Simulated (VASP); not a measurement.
Set up this calculation in VASP 6.6.1, as the native input.

```
Task                   : single point
Functional             : PBEsol
Potentials or basis    : VASP PAW PBE potentials, release 64 (Ta_pv, Ru_pv)
Cutoff                 : 520 eV
k mesh                 : 16 × 16 × 16
Occupations            : gaussian, width 0.15 eV
Spin                   : no spin polarisation
Dipole correction      : no
Further INCAR settings : ALGO = Fast; EDIFF = 1e-07; NBANDS = 20
```

The structure of TaRu lies in POSCAR:

```
TaRu
1.0
    3.0913900000      0.0000000000      0.0000000000
    0.0000000000      3.0913900000      0.0000000000
    0.0000000000      0.0000000000      3.1870000000
Ta Ru
1 1
Direct
    0.5000000000      0.5000000000      0.5000000000
    0.0000000000      0.0000000000      0.0000000000
```

This cell differs from its parent crystal: strain -0.0300 x Voigt [1, 1, 0, 0, 0, 0].

One way to write it, as run:

INCAR

```
SYSTEM = TaRu
PREC = Accurate ; ENCUT = 520
EDIFF = 1E-7 ; ISMEAR = 0
SIGMA = 0.15 ; LREAL = .False.
LASPH = .True. ; NELM = 80
ALGO = Fast ; ISIF = 2
LWAVE = .False. ; LCHARG = .False.
GGA = PS ; NBANDS = 20
```

KPOINTS

```
regular mesh
0
Gamma
  16 16 16
  0 0 0
```

Potentials or basis: VASP PAW PBE potentials, release 64 (Ta_pv, Ru_pv).

The run is started by

```sh
$ cat potpaw_PBE.64/Ta_pv/POTCAR potpaw_PBE.64/Ru_pv/POTCAR > POTCAR
$ mpirun -np 1 vasp_std > vasp.out
```

Results of the run:

- Pressure: 4.8 GPa

Caveat: the cell differs from its parent crystal (strain -0.0300 x Voigt [1, 1, 0, 0, 0, 0]); the PAW data sets were made with another functional, which shifts forces and pressure a little.

Run time: 100 s on 1 thread of Intel(R) Xeon(R) Platinum 8488C (Sapphire Rapids) (shared host), peak memory 0.34 GiB.
